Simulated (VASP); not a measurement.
# Rb (Cmcm) in VASP: further runs, part 2 of 2

VASP 6.6.1. Earlier steps stand in the parts before.

### 4 Single point, PBE+D3(BJ) (88.45 Å³/atom)

This run uses another cell than the first one, of 88.45 Å³/atom.

INCAR reads:

```
SYSTEM = Rb
  PREC = Accurate
  ENCUT = 520
  EDIFF = 1E-6
  ISMEAR = 0
  SIGMA = 0.15
  LREAL = .False.
  LASPH = .True.
  NELM = 80
  ALGO = Fast
  ISIF = 2
  LWAVE = .False.
  LCHARG = .True.
  GGA = PE
  IVDW = 12
  LELF = .True.
  LVHAR = .True.
  NBANDS = 16
```

KPOINTS reads:

```
regular mesh
0
Gamma
  12 12 6
  0 0 0
```

POSCAR reads:

```
Rb
1.0
    2.5468219859     -4.4571801086      0.0000000000
    2.5468219859      4.4571801086      0.0000000000
    0.0000000000      0.0000000000      7.7919108190
Rb
2
Direct
    0.8359965595      0.1640034405      0.7500000000
    0.1640034405      0.8359965595      0.2500000000
```

Potentials or basis: VASP PAW PBE potentials, release 64 (Rb_sv).

Started as:

```bash
$ cat potpaw_PBE.64/Rb_sv/POTCAR > POTCAR
$ mpirun -np 1 vasp_std > vasp.out
```

OUTCAR:

```text
SYSTEM = Rb
   PREC = Accurate
   ENCUT = 520
   EDIFF = 1E-6
   ISMEAR = 0
   LREAL = .False.
   LASPH = .True.
   NELM = 80
   ISIF = 2
   GGA = PE
   IVDW = 12
 IVDW          = 12

 ion  position               nearest neighbor table
   1  0.836  0.164  0.750-   2 4.87   2 4.87   2 4.90   2 4.90   2 4.90   2 4.90
   2  0.164  0.836  0.250-   1 4.87   1 4.87   1 4.90   1 4.90   1 4.90   1 4.90

  LATTYP: Found a base centered orthorhombic cell.
 ALAT       =     5.0936439718
 B/A-ratio  =     1.7500948764
 C/A-ratio  =     1.5297321254

  Lattice vectors:

 A1 = (   2.5468219859,  -4.4571801086,   0.0000000000)
 A2 = (   2.5468219859,   4.4571801086,   0.0000000000)
 A3 = (   0.0000000000,   0.0000000000,   7.7919108190)

Analysis of symmetry for initial positions (statically):
=====================================================================
 Subroutine PRICEL returns:
 Original cell was already a primitive cell.

 Routine SETGRP: Setting up the symmetry group for a
 base centered orthorhombic supercell.

 Subroutine GETGRP returns: Found  8 space group operations
 (whereof  4 operations were pure point group operations)
 out of a pool of  8 trial point group operations.

The static configuration has the point symmetry C_2h.
[... 169 lines left out ...]
 fundamental gap:      0.0124979843
 Fermi energy:         0.0770248256

 k-point     1 :       0.0000    0.0000    0.0000
  band No.  band energies     occupation
      1     -28.8081      2.00000
      2     -28.8021      2.00000
      3     -12.9660      2.00000
      4     -12.8723      2.00000
      5     -12.8697      2.00000
      6     -12.8502      2.00000
[... 433 lines left out ...]
      3     -12.9283      2.00000
      4     -12.9150      2.00000
      5     -12.9067      2.00000
      6     -12.8861      2.00000
[... 8 lines left out ...]
     15       3.0450      0.00000
     16       3.9734      0.00000

 [... further k-points ...]

------------------------ aborting loop because EDIFF is reached ----------------------------------------

 Edisp (eV)   -0.20824

 E8    (eV) :    -0.1192

  FORCE on cell =-STRESS in cart. coord.  units (eV):
  Direction    XX          YY          ZZ          XY          YZ          ZX
  --------------------------------------------------------------------------------------
  -------------------------------------------------------------------------------------
  Total      -0.17238    -0.18067     0.09171     0.00000     0.00000     0.00000
  in kB      -1.56122    -1.63626     0.83062     0.00000     0.00000     0.00000
  external pressure =       -0.79 kB  Pullay stress =        0.00 kB

 VOLUME and BASIS-vectors are now :
 -----------------------------------------------------------------------------
  energy-cutoff  :      520.00
  volume of cell :      176.90
      direct lattice vectors                 reciprocal lattice vectors
     2.546821986 -4.457180109  0.000000000     0.196323105 -0.112178550  0.000000000
     2.546821986  4.457180109  0.000000000     0.196323105  0.112178550  0.000000000
     0.000000000  0.000000000  7.791910819     0.000000000  0.000000000  0.128338225

 POSITION                                       TOTAL-FORCE (eV/Angst)
 -----------------------------------------------------------------------------------
      2.54682     -2.99519      5.84393         0.000000      0.001031      0.000000
      2.54682      2.99519      1.94798         0.000000     -0.001031      0.000000
 -----------------------------------------------------------------------------------
    total drift:                               -0.000000     -0.000000      0.000000

  FREE ENERGIE OF THE ION-ELECTRON SYSTEM (eV)
  ---------------------------------------------------
  free  energy   TOTEN  =        -2.0854241913 eV

  energy  without entropy=       -2.0661223953  energy(sigma->0) =       -2.07577329
```

OSZICAR:

```text
N       E                     dE             d eps       ncg     rms          rms(c)
DAV:   1     0.114512390913E+03    0.11451E+03   -0.69109E+03  5504   0.853E+02
DAV:   2     0.100162736456E+02   -0.10450E+03   -0.10127E+03  7512   0.186E+02
DAV:   3    -0.843354512040E+00   -0.10860E+02   -0.10789E+02  7880   0.570E+01
DAV:   4    -0.186649769124E+01   -0.10231E+01   -0.10229E+01  9224   0.122E+01
DAV:   5    -0.187455198163E+01   -0.80543E-02   -0.80541E-02  7736   0.120E+00    0.178E+00
RMM:   6    -0.187528103284E+01   -0.72905E-03   -0.43089E-03  5787   0.355E-01    0.109E+00
RMM:   7    -0.187696184914E+01   -0.16808E-02   -0.78900E-03  6154   0.460E-01    0.685E-02
RMM:   8    -0.187716921741E+01   -0.20737E-03   -0.52325E-04  7167   0.126E-01    0.933E-03
RMM:   9    -0.187718084507E+01   -0.11628E-04   -0.11555E-04  8857   0.461E-02    0.964E-03
RMM:  10    -0.187718423621E+01   -0.33911E-05   -0.22178E-05  9281   0.210E-02    0.561E-03
RMM:  11    -0.187718471870E+01   -0.48250E-06   -0.76398E-06  7720   0.107E-02
   1 F= -.20854242E+01 E0= -.20757733E+01  d E =-.193018E-01
```

Run time: 4.4 min. Hardware: 1 thread of Intel Xeon Platinum 8375C at 2.90GHz (Ice Lake), shared host; peak memory 0.57 GiB.

Results:

| Property | Result |
| --- | --- |
| Free energy | -2.0854 eV |
| Pressure | -0.1 GPa |
| Band gap on the k mesh | zero (bands 9 and 10 overlap by 2.27 eV) |
| Dispersion energy per atom | -0.104 eV |

Stress tensor (GPa, compression positive):
```
-0.16  0.00  0.00
 0.00 -0.16  0.00
 0.00  0.00  0.08
```

### 5 Single point, PBE+D3(BJ) (88.45 Å³/atom)

This run uses another cell than the first one, of 88.45 Å³/atom.

INCAR reads:

```
SYSTEM = Rb
PREC = Accurate ; ENCUT = 520
EDIFF = 1E-6 ; ISMEAR = 0
SIGMA = 0.15 ; LREAL = .FALSE.
LASPH = .TRUE. ; NELM = 80
ALGO = Fast ; ISIF = 2
LWAVE = .FALSE. ; LCHARG = .TRUE.
GGA = PE ; IVDW = 12
LELF = .TRUE. ; LVHAR = .TRUE.
NBANDS = 16
```

KPOINTS reads:

```
Automatic mesh
0
G
  12 12 6
  0 0 0
```

POSCAR reads:

```
Rb
1.0
    2.4458746839     -4.2805127526      0.0000000000
    2.4458746839      4.2805127526      0.0000000000
    0.0000000000      0.0000000000      8.4483665841
Rb
2
Direct
    0.8359965595      0.1640034405      0.7500000000
    0.1640034405      0.8359965595      0.2500000000
```

Potentials or basis: VASP PAW PBE potentials, release 64 (Rb_sv).

Started as:

```bash
$ cat potpaw_PBE.64/Rb_sv/POTCAR > POTCAR
$ mpirun -np 1 vasp_std > vasp.out
```

OUTCAR:

```text
SYSTEM = Rb
   PREC = Accurate
   ENCUT = 520
   EDIFF = 1E-6
   ISMEAR = 0
   LREAL = .FALSE.
   LASPH = .TRUE.
   NELM = 80
   ISIF = 2
   GGA = PE
   IVDW = 12
 IVDW          = 12

 ion  position               nearest neighbor table
   1  0.836  0.164  0.750-   2 5.07   2 5.07   2 5.10   2 5.10   2 5.10   2 5.10
   2  0.164  0.836  0.250-   1 5.07   1 5.07   1 5.10   1 5.10   1 5.10   1 5.10

  LATTYP: Found a base centered orthorhombic cell.
 ALAT       =     4.8917493678
 B/A-ratio  =     1.7500948764
 C/A-ratio  =     1.7270644812

  Lattice vectors:

 A1 = (   2.4458746839,  -4.2805127526,   0.0000000000)
 A2 = (   2.4458746839,   4.2805127526,   0.0000000000)
 A3 = (   0.0000000000,   0.0000000000,   8.4483665841)

Analysis of symmetry for initial positions (statically):
=====================================================================
 Subroutine PRICEL returns:
 Original cell was already a primitive cell.

 Routine SETGRP: Setting up the symmetry group for a
 base centered orthorhombic supercell.

 Subroutine GETGRP returns: Found  8 space group operations
 (whereof  4 operations were pure point group operations)
 out of a pool of  8 trial point group operations.

The static configuration has the point symmetry C_2h.
 The point group associated with its full space group is D_2h.

Analysis of symmetry for dynamics (positions and initial velocities):
=====================================================================
 Subroutine PRICEL returns:
 Original cell was already a primitive cell.

 Routine SETGRP: Setting up the symmetry group for a
 base centered orthorhombic supercell.

 Subroutine GETGRP returns: Found  8 space group operations
 (whereof  4 operations were pure point group operations)
 out of a pool of  8 trial point group operations.

The dynamic configuration has the point symmetry C_2h.
 The point group associated with its full space group is D_2h.

 Subroutine INISYM returns: Found  8 space group operations
 (whereof  4 operations are pure point group operations),
 and found     1 'primitive' translations

[... 115 lines left out ...]
  volume/ion in A,a.u.               =      88.45       596.90
  Fermi-wavevector in a.u.,A,eV,Ry     =   0.764284  1.444287  7.947571  0.584130
  Thomas-Fermi vector in A             =   1.864152
   LORBIT       =      0    0 simple, 1 ext, 2 COOP (PROOUT), +10 PAW based schemes
   GGA     = PE    functional components
   LHFCALC =     F    Hartree Fock is set to
   AEXX    =    0.0000 exact exchange contribution
   IVDW    =    12    specifies the selected vdW correction
   LEPSILON=     F    determine dielectric tensor
   LRPA    =     F    only Hartree local field effects (RPA)
 non-spin polarized calculation
 RMM-DIIS sequential band-by-band and
 Gauss-broadening in eV      SIGMA  =   0.15
  energy-cutoff  :      520.00
  volume of cell :      176.90
 maximum number of plane-waves:      4788
 NGX is ok and might be reduce to    40
   NGX = 19   NGY = 19   NGZ = 31

 number of electron      18.0000000 magnetization

 Free energy of the ion-electron system (eV)
  ---------------------------------------------------
  ext. energy  EPLUGINS =         0.00000000
  ---------------------------------------------------
  free energy    TOTEN  =        -1.87881759 eV

  energy without entropy =       -1.85846601  energy(sigma->0) =       -1.86864180

 E-fermi :   0.0699     XC(G=0):  -5.5338

 val. band max:        0.0655605513   @ k =   0.5000   0.4167   0.1667
 cond. band min:       0.0737895676   @ k =   0.0000   0.0000   0.0000
 fundamental gap:      0.0082290163
 Fermi energy:         0.0699356820

 k-point     1 :       0.0000    0.0000    0.0000
  band No.  band energies     occupation
      1     -28.8082      2.00000
      2     -28.8048      2.00000
      3     -12.9425      2.00000
      4     -12.8581      2.00000
      5     -12.8562      2.00000
      6     -12.8516      2.00000
[... 433 lines left out ...]
      3     -12.9253      2.00000
      4     -12.9192      2.00000
      5     -12.9084      2.00000
      6     -12.8856      2.00000
[... 8 lines left out ...]
     15       3.1540      0.00000
     16       3.9935      0.00000

 [... further k-points ...]

------------------------ aborting loop because EDIFF is reached ----------------------------------------

 Edisp (eV)   -0.20828

 E8    (eV) :    -0.1192

  FORCE on cell =-STRESS in cart. coord.  units (eV):
  Direction    XX          YY          ZZ          XY          YZ          ZX
  --------------------------------------------------------------------------------------
  -------------------------------------------------------------------------------------
  Total       0.00673    -0.01249    -0.26602     0.00000     0.00000     0.00000
  in kB       0.06097    -0.11310    -2.40929     0.00000     0.00000     0.00000
  external pressure =       -0.82 kB  Pullay stress =        0.00 kB

 VOLUME and BASIS-vectors are now :
 -----------------------------------------------------------------------------
  energy-cutoff  :      520.00
  volume of cell :      176.90
      direct lattice vectors                 reciprocal lattice vectors
     2.445874684 -4.280512753  0.000000000     0.204425845 -0.116808436  0.000000000
     2.445874684  4.280512753  0.000000000     0.204425845  0.116808436  0.000000000
     0.000000000  0.000000000  8.448366584     0.000000000  0.000000000  0.118366076

 POSITION                                       TOTAL-FORCE (eV/Angst)
 -----------------------------------------------------------------------------------
      2.44587     -2.87648      6.33627         0.000000      0.000372      0.000000
      2.44587      2.87648      2.11209         0.000000     -0.000372      0.000000
 -----------------------------------------------------------------------------------
    total drift:                               -0.000000     -0.000000      0.000000

  FREE ENERGIE OF THE ION-ELECTRON SYSTEM (eV)
  ---------------------------------------------------
  free  energy   TOTEN  =        -2.0870960567 eV

  energy  without entropy=       -2.0667444792  energy(sigma->0) =       -2.07692027
```

It took 4.4 min on 1 thread of Intel Xeon Platinum 8375C at 2.90GHz (Ice Lake), shared host; peak memory 0.58 GiB.

What came out:

```
Free energy                : -2.0871 eV
Pressure                   : -0.1 GPa
Band gap on the k mesh     : zero (bands 9 and 10 overlap by 2.47 eV)
Dispersion energy per atom : -0.104 eV
```

Stress tensor (GPa, compression positive):
```
 0.01  0.00  0.00
 0.00 -0.01  0.00
 0.00  0.00 -0.24
```

Levels at points of the mesh, in eV from the Fermi level:
| k point | band 6 | band 7 | band 8 | band 9 | band 10 | band 11 | band 12 | band 13 |
| --- | --- | --- | --- | --- | --- | --- | --- | --- |
| (0.00, 0.00, 0.00) | -12.92 | -12.92 | -12.92 | -2.00 | 0.00 | 0.54 | 3.35 | 3.55 |
| (0.50, 0.00, 0.00) | -12.95 | -12.94 | -12.94 | 0.12 | 0.39 | 1.25 | 1.57 | 2.04 |
| (0.50, 0.50, 0.00) | -12.95 | -12.94 | -12.93 | 0.10 | 0.35 | 1.26 | 1.59 | 1.97 |
| (0.00, 0.00, 0.50) | -12.92 | -12.92 | -12.92 | -1.36 | -1.36 | 2.15 | 2.15 | 3.61 |
| (0.50, 0.00, 0.50) | -12.95 | -12.94 | -12.94 | 0.44 | 0.44 | 0.97 | 0.97 | 2.48 |
| (0.50, 0.50, 0.50) | -12.95 | -12.94 | -12.94 | 0.41 | 0.41 | 0.95 | 0.95 | 2.47 |

### 6 Summary

```tsv
cell	further INCAR settings	gap on the mesh (eV)	pressure (GPa)
a = 4.789, b = 4.789, c = 8.720 Å, angles 90.0, 90.0, 120.5°, 2 atoms	ALGO = Fast; EDIFF = 1e-07; NBANDS = 16	none	0.0
a = 5.193, b = 5.193, c = 7.418 Å, angles 90.0, 90.0, 120.5°, 2 atoms	ALGO = Fast; EDIFF = 1e-06; NBANDS = 16	none	0.0
a = 5.133, b = 5.133, c = 7.792 Å, angles 90.0, 90.0, 120.5°, 2 atoms	ALGO = Fast; EDIFF = 1e-06; NBANDS = 16	none	-0.1
a = 4.930, b = 4.930, c = 8.448 Å, angles 90.0, 90.0, 120.5°, 2 atoms	ALGO = Fast; EDIFF = 1e-06; NBANDS = 16	none	-0.1
```

Alike in all rows: task single point; level PBE+D3(BJ); potentials or basis VASP PAW PBE potentials, release 64 (Rb_sv); no spin polarisation; k mesh 12 × 12 × 6; cutoff (eV) 520; smearing gaussian 0.15 eV.

Total energies depend on the potentials used, so only differences within one code and one set of settings carry meaning.
